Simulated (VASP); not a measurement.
# NiPt5 (P4/mmm) in VASP: single point with PBE

Aim: the single point of NiPt5 with PBE.

Program: VASP 6.6.1. These are calculated values, not measurements. Logs are shortened: lines on timing, memory, paths and dates and some standing lists are left out, and cuts for length are marked.

## (1) The cell of the first run

Symmetry: P4/mmm, No. 123, tetragonal system. Conventional cell: a = 2.777 Å, b = 2.777 Å, c = 11.590 Å, α = 90.00°, β = 90.00°, γ = 90.00°. Within 3.5 Å of Ni (site symmetry 4/mmm) lie 8 Pt at 2.62 Å and 4 Ni at 2.78 Å. Pt (site symmetry 4mm) has 17 Pt at 2.78 to 4.04 Å and 1 Ni at 3.77 Å within 4.1 Å. Within 3.7 Å of Pt (site symmetry 4/mmm) lie 12 Pt at 2.78 to 2.82 Å. Pt (site symmetry 4mm) has 4 Ni at 2.62 Å and 9 Pt at 2.78 to 3.47 Å within 3.5 Å.

## (2) Single point, PBE, collinear spin

Contents of INCAR:

```
  PREC = Accurate
  ENCUT = 520
  EDIFF = 1E-6
  ISMEAR = 0
  SIGMA = 0.1
  LREAL = F
  LASPH = T
  NELM = 150
  ALGO = Fast
  ISIF = 2
  LWAVE = F
  LCHARG = F
  ISPIN = 2
  MAGMOM = 0.85 0 0 0 0.28 0.28
  LORBIT = 11
  LMAXMIX = 4
  GGA = PE
  NBANDS = 43
```

Contents of KPOINTS:

```
regular mesh
0
Gamma
  6 6 2
```

Contents of POSCAR:

```
NiPt5
1.0
    2.7768088000      0.0000000000      0.0000000000
    0.0000000000      2.7768088000      0.0000000000
    0.0000000000      0.0000000000     11.5895691000
Ni Pt
1 5
Direct
    0.0000000000      0.0000000000      0.5000000000
    0.0000000000      0.0000000000      0.8256220000
    0.5000000000      0.5000000000      0.0000000000
    0.0000000000      0.0000000000      0.1743780000
    0.5000000000      0.5000000000      0.3503360000
    0.5000000000      0.5000000000      0.6496640000
```

Potentials or basis: VASP PAW PBE potentials, release 64 (Ni, Pt).

Launch:

```console
$ cat potpaw_PBE.64/Ni/POTCAR potpaw_PBE.64/Pt/POTCAR > POTCAR
$ mpirun -np 1 vasp_std > vasp.out
```

OUTCAR:

```text
PREC = Accurate
   ENCUT = 520
   EDIFF = 1E-6
   ISMEAR = 0
   LREAL = F
   LASPH = T
   NELM = 150
   ISIF = 2
   ISPIN = 2
   LORBIT = 11
   GGA = PE

 ion  position               nearest neighbor table
   1  0.000  0.000  0.500-   5 2.62   6 2.62   5 2.62   6 2.62   5 2.62   6 2.62   5 2.62   6 2.62

   2  0.000  0.000  0.826-   3 2.82   3 2.82   3 2.82   3 2.82   6 2.83   6 2.83   6 2.83   6 2.83

   3  0.500  0.500  0.000-   2 2.82   4 2.82   2 2.82   4 2.82   2 2.82   4 2.82   2 2.82   4 2.82

   4  0.000  0.000  0.174-   3 2.82   3 2.82   3 2.82   3 2.82   5 2.83   5 2.83   5 2.83   5 2.83

   5  0.500  0.500  0.350-   1 2.62   1 2.62   1 2.62   1 2.62   4 2.83   4 2.83   4 2.83   4 2.83
                             6 3.47
   6  0.500  0.500  0.650-   1 2.62   1 2.62   1 2.62   1 2.62   2 2.83   2 2.83   2 2.83   2 2.83
                             5 3.47

  LATTYP: Found a simple tetragonal cell.
 ALAT       =     2.7768088000
 C/A-ratio  =     4.1737007964

  Lattice vectors:

 A1 = (   2.7768088000,   0.0000000000,   0.0000000000)
 A2 = (   0.0000000000,   2.7768088000,   0.0000000000)
 A3 = (   0.0000000000,   0.0000000000,  11.5895691000)

Analysis of symmetry for initial positions (statically):
=====================================================================
 Subroutine PRICEL returns:
 Original cell was already a primitive cell.

 Routine SETGRP: Setting up the symmetry group for a
 simple tetragonal supercell.

 Subroutine GETGRP returns: Found 16 space group operations
 (whereof 16 operations were pure point group operations)
 out of a pool of 16 trial point group operations.

The static configuration has the point symmetry D_4h.

Analysis of symmetry for dynamics (positions and initial velocities):
=====================================================================
 Subroutine PRICEL returns:
 Original cell was already a primitive cell.

 Routine SETGRP: Setting up the symmetry group for a
 simple tetragonal supercell.

 Subroutine GETGRP returns: Found 16 space group operations
 (whereof 16 operations were pure point group operations)
 out of a pool of 16 trial point group operations.

The dynamic configuration has the point symmetry D_4h.

Analysis of structural, dynamic, and magnetic symmetry:
=====================================================================
 Subroutine PRICEL returns:
 Original cell was already a primitive cell.

 Routine SETGRP: Setting up the symmetry group for a
 simple tetragonal supercell.

 Subroutine GETGRP returns: Found 16 space group operations
 (whereof 16 operations were pure point group operations)
 out of a pool of 16 trial point group operations.

The overall configuration has the point symmetry D_4h.

 Subroutine INISYM returns: Found 16 space group operations
 (whereof 16 operations are pure point group operations),
 and found     1 'primitive' translations

----------------------------------------------------------------------------------------

                                     Primitive cell

  volume of cell :      89.3633

  direct lattice vectors                    reciprocal lattice vectors
     2.776808800  0.000000000  0.000000000     0.360125623  0.000000000  0.000000000
     0.000000000  2.776808800  0.000000000     0.000000000  0.360125623  0.000000000
     0.000000000  0.000000000 11.589569100     0.000000000  0.000000000  0.086284485

  length of vectors
     2.776808800  2.776808800 11.589569100     0.360125623  0.360125623  0.086284485

  position of ions in fractional coordinates (direct lattice)
     0.000000000  0.000000000  0.500000000
     0.000000000  0.000000000  0.825622000
     0.500000000  0.500000000  0.000000000
     0.000000000  0.000000000  0.174378000
     0.500000000  0.500000000  0.350336000
     0.500000000  0.500000000  0.649664000

  ion indices of the primitive-cell ions
   primitive index   ion index
                 1           1
                 2           2
                 3           3
                 4           4
                 5           5
                 6           6

----------------------------------------------------------------------------------------

 KPOINTS: regular mesh

Automatic generation of k-mesh.
 Grid dimensions read from file:
 generate k-points for:    6    6    2

 Generating k-lattice:

  Cartesian coordinates                     Fractional coordinates (reciprocal lattice)
     0.060020937  0.000000000  0.000000000     0.166666667  0.000000000  0.000000000
     0.000000000  0.060020937  0.000000000     0.000000000  0.166666667  0.000000000
     0.000000000  0.000000000  0.043142242     0.000000000  0.000000000  0.500000000

  Length of vectors
     0.060020937  0.060020937  0.043142242

  Shift w.r.t. Gamma in fractional coordinates (k-lattice)
     0.000000000  0.000000000  0.000000000

 Subroutine IBZKPT returns following result:
 ===========================================

 Found     20 irreducible k-points:

 Following reciprocal coordinates:
            Coordinates               Weight
  0.000000  0.000000  0.000000      1.000000
  0.166667  0.000000  0.000000      4.000000
  0.333333  0.000000  0.000000      4.000000
  0.500000  0.000000  0.000000      2.000000
  0.166667  0.166667  0.000000      4.000000
  0.333333  0.166667  0.000000      8.000000
[... 12 lines left out ...]
  0.500000  0.333333  0.500000      4.000000
  0.500000  0.500000  0.500000      1.000000
   k-points           NKPTS =     20   k-points in BZ     NKDIM =     20   number of bands    NBANDS=     43
   number of dos      NEDOS =    301   number of ions     NIONS =      6
   total plane-waves  NPLWV =  51840
   dimension x,y,z NGX =    24 NGY =   24 NGZ =   90
   dimension x,y,z NGXF=    48 NGYF=   48 NGZF=  180
   ions per type =               1   5
   NGX,Y,Z   is equivalent  to a cutoff of  14.37, 14.37, 12.91 a.u.
   NGXF,Y,Z  is equivalent  to a cutoff of  28.74, 28.74, 25.82 a.u.
 SYSTEM =  unknown system
   PREC   = accura    normal or accurate (medium, high low for compatibility)
   ISTART =      0    job   : 0-new  1-cont  2-samecut
   ICHARG =      2    charge: 1-file 2-atom 10-const
   ISPIN  =      2    spin polarized calculation?
   LNONCOLLINEAR =      F non collinear calculations
   LSORBIT =      F    spin-orbit coupling
   LASPH  =      T    aspherical Exc in radial PAW
   ENCUT  =  520.0 eV  38.22 Ry    6.18 a.u.   5.16  5.16 21.55*2*pi/ulx,y,z
   NELM   =    150;   NELMIN=  2; NELMDL= -5     # of ELM steps
   EDIFF  = 0.1E-05   stopping-criterion for ELM
   LREAL  =      F    real-space projection
   EDIFFG = 0.1E-04   stopping-criterion for IOM
   NSW    =      0    number of steps for IOM
   IBRION =     -1    ionic relax: 0-MD 1-quasi-New 2-CG
   NFREE  =      0    steps in history (QN), initial steepest desc. (CG)
   ISIF   =      2    stress and relaxation
   ISYM   =      2    0-nonsym 1-usesym 2-fastsym
   POTIM  = 0.5000    time-step for ionic-motion
   TEBEG  =    0.0;   TEEND  =   0.0 temperature during run
   PSTRESS=    0.0 pullay stress
   NELECT =      60.0000    total number of electrons
   NUPDOWN=      -1.0000    fix difference up-down
   EMIN   =  10.00;   EMAX   =-10.00  energy-range for DOS
   EFERMI =   0.00;   METHOD = LEGACY
   ISMEAR =     0;   SIGMA  =   0.10  broadening in eV -4-tet -1-fermi 0-gaus
   EFERMI_NEDOS =   21; number of points for ismear=-14 and -15
   IALGO  =     68    algorithm
   IMIX   =      4    mixing-type and parameters
     AMIX     =   0.40;   BMIX     =  1.00
     AMIX_MAG =   1.60;   BMIX_MAG =  1.00
  volume/ion in A,a.u.               =      14.89       100.51
  Fermi-wavevector in a.u.,A,eV,Ry     =   1.433526  2.708971 27.959919  2.054996
  Thomas-Fermi vector in A             =   2.553034
   LORBIT       =     11    0 simple, 1 ext, 2 COOP (PROOUT), +10 PAW based schemes
   GGA     = PE    functional components
   LHFCALC =     F    Hartree Fock is set to
   AEXX    =    0.0000 exact exchange contribution
   IVDW    =     0    specifies the selected vdW correction
   LEPSILON=     F    determine dielectric tensor
   LRPA    =     F    only Hartree local field effects (RPA)
 spin polarized calculation
 RMM-DIIS sequential band-by-band and
 Gauss-broadening in eV      SIGMA  =   0.10
  energy-cutoff  :      520.00
  volume of cell :       89.36
 maximum number of plane-waves:      2456
 NGX is ok and might be reduce to    24
   NGX = 11   NGY = 11   NGZ = 43

 number of electron      59.9999994 magnetization       1.4433073

 Free energy of the ion-electron system (eV)
  ---------------------------------------------------
  ext. energy  EPLUGINS =         0.00000000
  ---------------------------------------------------
  free energy    TOTEN  =       -36.37391790 eV

  energy without entropy =      -36.32897182  energy(sigma->0) =      -36.35144486

 E-fermi :  10.3745     XC(G=0): -13.2506

 val. band max:       10.3671735600   @ k =   0.5000   0.1667   0.5000
 cond. band min:      10.3751004391   @ k =   0.5000   0.3333   0.0000
 fundamental gap:      0.0079268791
 Fermi energy:        10.3745391100

 spin component 1

 k-point     1 :       0.0000    0.0000    0.0000
  band No.  band energies     occupation
      1       0.6619      1.00000
      2       1.9004      1.00000
      3       2.1982      1.00000
      4       3.7148      1.00000
      5       3.7893      1.00000
      6       4.2027      1.00000
[... 34 lines left out ...]
     41      24.6172      0.00000
     42      24.6444      0.00000

 k-point     2 :       0.1667    0.0000    0.0000
  band No.  band energies     occupation
      1       1.3613      1.00000
      2       2.4789      1.00000
      3       2.7074      1.00000
      4       4.1332      1.00000
      5       4.1987      1.00000
      6       4.7188      1.00000
[... 799 lines left out ...]
     41      19.0963      0.00000
     42      19.6055      0.00000

 k-point    20 :       0.5000    0.5000    0.5000
  band No.  band energies     occupation
      1       3.8994      1.00000
      2       3.9719      1.00000
      3       4.0157      1.00000
      4       4.3102      1.00000
      5       4.3102      1.00000
      6       4.4246      1.00000
[... 34 lines left out ...]
     41      18.6764      0.00000
     42      18.6784      0.00000
 Fermi energy:        10.3745391100

 spin component 2

 k-point     1 :       0.0000    0.0000    0.0000
  band No.  band energies     occupation
      1       0.6760      1.00000
      2       1.9176      1.00000
      3       2.2141      1.00000
      4       3.7467      1.00000
      5       3.8284      1.00000
      6       4.2716      1.00000
[... 34 lines left out ...]
     41      24.6656      0.00000
     42      24.6960      0.00000

 k-point     2 :       0.1667    0.0000    0.0000
  band No.  band energies     occupation
      1       1.3758      1.00000
      2       2.5019      1.00000
      3       2.7276      1.00000
      4       4.1714      1.00000
      5       4.2527      1.00000
      6       4.7831      1.00000
[... 799 lines left out ...]
     41      19.1486      0.00000
     42      19.7095      0.00000

 k-point    20 :       0.5000    0.5000    0.5000
  band No.  band energies     occupation
      1       3.9473      1.00000
      2       4.0117      1.00000
      3       4.1180      1.00000
      4       4.3835      1.00000
      5       4.3835      1.00000
      6       4.4909      1.00000
[... 34 lines left out ...]
     41      18.7174      0.00000
     42      18.7197      0.00000
 [bands above 42 left out]

------------------------ aborting loop because EDIFF is reached ----------------------------------------

  FORCE on cell =-STRESS in cart. coord.  units (eV):
  Direction    XX          YY          ZZ          XY          YZ          ZX
  --------------------------------------------------------------------------------------
  -------------------------------------------------------------------------------------
  Total       -0.6360520     -0.6360520     -0.7673129      0.0000000      0.0000000      0.0000000
  in kB      -11.4036521    -11.4036521    -13.7570036      0.0000000      0.0000000      0.0000000
  external PRESSURE =     -12.1881026 kB  Pullay stress =       0.0000000 kB

 VOLUME and BASIS-vectors are now :
 -----------------------------------------------------------------------------
  energy-cutoff  :      520.00
  volume of cell :       89.36
      direct lattice vectors                 reciprocal lattice vectors
     2.776808800  0.000000000  0.000000000     0.360125623  0.000000000  0.000000000
     0.000000000  2.776808800  0.000000000     0.000000000  0.360125623  0.000000000
     0.000000000  0.000000000 11.589569100     0.000000000  0.000000000  0.086284485

 POSITION                                       TOTAL-FORCE (eV/Angst)
 -----------------------------------------------------------------------------------
      0.00000      0.00000      5.79478         0.000000      0.000000      0.000000
      0.00000      0.00000      9.56860         0.000000      0.000000     -0.020216
      1.38840      1.38840      0.00000         0.000000      0.000000      0.000000
      0.00000      0.00000      2.02097         0.000000      0.000000      0.020216
      1.38840      1.38840      4.06024         0.000000     -0.000000     -0.015146
      1.38840      1.38840      7.52933        -0.000000      0.000000      0.015146
 -----------------------------------------------------------------------------------
    total drift:                                0.000000     -0.000000      0.000000

  FREE ENERGIE OF THE ION-ELECTRON SYSTEM (eV)
  ---------------------------------------------------
  free  energy   TOTEN  =       -36.3739178993 eV

  energy  without entropy=      -36.3289718175  energy(sigma->0) =      -36.35144486

 total charge

# of ion       s       p       d       tot
------------------------------------------
    1        0.433   0.457   8.292   9.182
    2        0.621   0.567   8.023   9.210
    3        0.621   0.574   8.017   9.212
    4        0.621   0.567   8.023   9.210
    5        0.652   0.585   8.019   9.256
    6        0.652   0.585   8.019   9.256
--------------------------------------------------
tot          3.600   3.334  48.393  55.327

 magnetization (x)

# of ion       s       p       d       tot
------------------------------------------
    1        0.000  -0.005   0.712   0.707
    2       -0.003  -0.003   0.093   0.087
    3       -0.001  -0.001   0.074   0.071
    4       -0.003  -0.003   0.093   0.087
    5       -0.005  -0.010   0.265   0.249
    6       -0.005  -0.010   0.265   0.249
--------------------------------------------------
tot         -0.017  -0.034   1.501   1.450
```

It took 8.6 min on 1 thread of Intel Xeon 8259CL, shared host; peak memory 0.32 GiB.

Results:

```
Free energy                                           : -36.3739 eV
Pressure                                              : -1.2 GPa
Largest force                                         : 0.020 eV/Å
Net moment                                            : 1.44 μB per cell
Site moments                                          : Ni +0.71; Pt +0.09, +0.07, +0.25 (each value once) μB
Valence electrons inside the program's atomic spheres : Ni 9.18; Pt 9.21, 9.26 (each value once)
```

Forces on the atoms (eV/Å):
```
Ni   0.000  0.000  0.000
Pt   0.000  0.000 -0.020
Pt   0.000  0.000  0.000
Pt   0.000  0.000  0.020
Pt   0.000  0.000 -0.015
Pt   0.000  0.000  0.015
```

Caveat: the k points lie up to 0.38 Å⁻¹ apart; spin-orbit coupling is left out, which moves the levels of the heavy elements.
